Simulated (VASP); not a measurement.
Input of a VASP 6.6.1 run:

File INCAR:

```
  PREC = Accurate
  ENCUT = 520
  EDIFF = 1E-6
  ISMEAR = -1
  SIGMA = 0.05
  LREAL = F
  LASPH = T
  NELM = 150
  ALGO = Normal
  ISIF = 2
  LWAVE = F
  LCHARG = F
  ISPIN = 2
  MAGMOM = 0.1
  LORBIT = 11
  NUPDOWN = 0.1
  LMAXMIX = 4
  GGA = CA
  NBANDS = 16
```

File KPOINTS:

```
Automatic mesh
0
Gamma
  13 13 13
```

Contents of POSCAR:

```
Nb
1.0
    0.0000000000      2.1150000000      2.1150000000
    2.1150000000      0.0000000000      2.1150000000
    2.1150000000      2.1150000000      0.0000000000
Nb
1
Direct
    0.0000000000      0.0000000000      0.0000000000
```

Potentials or basis: VASP PAW LDA potentials, release 64 (Nb_sv).

Run with:

```bash
$ cat potpaw_LDA.64/Nb_sv/POTCAR > POTCAR
$ mpirun -np 1 vasp_std > vasp.out
```

**Question.** Predict the pressure.

**Answer.** -10.4 GPa.

Caveat: the total moment is fixed, so each spin has its own Fermi level.
